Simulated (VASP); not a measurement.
Write the native input for VASP 6.6.1 that does the following.

- Task: single point
- Functional: PBE
- Potentials or basis: VASP PAW PBE potentials, release 64 (Na_pv, Ba_sv, Te)
- Cutoff: 520 eV
- k mesh: 6 × 6 × 6
- Occupations: gaussian, width 0.1 eV
- Spin: no spin polarisation
- Dipole correction: no
- Further INCAR settings: ALGO = Normal; EDIFF = 1e-06; NBANDS = 26

The structure of BaNa2Te2 lies in POSCAR:

```
BaNa2Te2
1.0
   -2.3075251532      2.3075251532      8.0344185138
    2.3075251532     -2.3075251532      8.0344185138
    2.3075251532      2.3075251532     -8.0344185138
Na Ba Te
2 1 2
Direct
    0.2500000000      0.7500000000      0.5000000000
    0.7500000000      0.2500000000      0.5000000000
    0.0000000000      0.0000000000      0.0000000000
    0.6207182491      0.6207182491      0.0000000000
    0.3792817509      0.3792817509      0.0000000000
```

One way to write it, as run:

INCAR

```
  ALGO = Normal
  EDIFF = 1E-6
  ENCUT = 520
  GGA = PE
  ISIF = 2
  ISMEAR = 0
  LASPH = True
  LCHARG = True
  LELF = True
  LREAL = False
  LVHAR = True
  LWAVE = False
  NBANDS = 26
  NELM = 80
  PREC = Accurate
  SIGMA = 0.1
```

KPOINTS

```
k-points
0
Gamma
  6 6 6
```

Potentials or basis: VASP PAW PBE potentials, release 64 (Na_pv, Ba_sv, Te).

Launch:

```sh
$ cat potpaw_PBE.64/Na_pv/POTCAR potpaw_PBE.64/Ba_sv/POTCAR potpaw_PBE.64/Te/POTCAR > POTCAR
$ mpirun -np 1 vasp_std > vasp.out
```

Results of the run:

| Property | Result |
| --- | --- |
| Pressure | 0.1 GPa |
| Band gap on the k mesh | 1.66 eV, indirect (least direct gap 1.69 eV) |

Caveat: spin-orbit coupling is left out, which moves the levels of the heavy elements.

Wall time 3.2 min on 1 thread of AMD EPYC 9R45 96-Core Processor (Zen 5), on a shared host, peak memory 0.58 GiB.
